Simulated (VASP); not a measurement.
Set up this calculation in VASP 6.6.1, as the native input.

* Task: single point
* Functional: PBE
* Potentials or basis: VASP PAW PBE potentials, release 64 (Si, Sn_d)
* Cutoff: 520 eV
* k mesh: 6 × 6 × 8
* Occupations: gaussian, width 0.1 eV
* Spin: no spin polarisation
* Dipole correction: no
* Further INCAR settings: ALGO = Fast; EDIFF = 1e-06; NBANDS = 46

The structure of SiSn5 lies in POSCAR:

```
SiSn5
1.0
    5.6417958269      0.0000000000      0.0000000000
   -2.8208979134      4.8859385090      0.0000000000
    0.0000000000      0.0000000000      5.6219075095
Si Sn
1 5
Direct
    0.0000000000      0.0000000000      0.0000000000
    0.3333333333      0.6666666667      0.0000000000
    0.6666666667      0.3333333333      0.0000000000
    0.6746476124      0.6746476124      0.5000000000
    0.3253523876      0.0000000000      0.5000000000
    0.0000000000      0.3253523876      0.5000000000
```

One way to write it, as run:

INCAR

```
  ALGO = Fast
  EDIFF = 1E-6
  ENCUT = 520
  GGA = PE
  ISIF = 2
  ISMEAR = 0
  LASPH = T
  LCHARG = F
  LREAL = F
  LWAVE = F
  NBANDS = 46
  NELM = 100
  PREC = Accurate
  SIGMA = 0.1
```

KPOINTS

```
k-points
0
Gamma
  6 6 8
```

Potentials or basis: VASP PAW PBE potentials, release 64 (Si, Sn_d).

Launch:

```console
$ cat potpaw_PBE.64/Si/POTCAR potpaw_PBE.64/Sn_d/POTCAR > POTCAR
$ mpirun -np 1 vasp_std > vasp.out
```

Results of the run:

- Pressure: 0.0 GPa
- Band gap on the k mesh: zero (band 37 reaches 8.87 eV, above the bottom of band 38 at 5.98 eV)

Caveat: spin-orbit coupling is left out, which moves the levels of the heavy elements.

Wall time 2.4 min on 1 thread of AMD EPYC 9R45 96-Core Processor (Zen 5) (shared host), peak memory 0.33 GiB.
